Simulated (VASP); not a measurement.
The system is CsCl.

```
CELL_PARAMETERS angstrom
4.14068 0.00000 0.00000
0.00000 4.14068 0.00000
0.00000 0.00000 4.14068
ATOMIC_POSITIONS crystal
Cs 0.00000 0.00000 0.00000
Cl 0.50000 0.50000 0.50000
```

Base run:

```yaml
Program: VASP 6.6.1
Functional: PBE
Potentials_or_basis: VASP PAW PBE potentials, release 64 (Cs_sv, Cl)
Cutoff: 500 eV
k_mesh: 6 × 6 × 6
Occupations: gaussian, width 0.01 eV
Spin: no spin polarisation
```

Its results: band gap on the k mesh 5.20 eV, direct; pressure 0.8 GPa.

**Question.** The run is repeated on the same cell with these changes: functional from PBE to LDA; potentials or basis from VASP PAW PBE potentials, release 64 (Cs_sv, Cl) to VASP PAW LDA potentials, release 64 (Cs_sv, Cl). What comes out?

**Answer.** Band gap on the k mesh 4.79 eV, direct; pressure -2.2 GPa.

Caveats: spin-orbit coupling is left out, which moves the levels of the heavy elements.

A k mesh can miss the band edges.
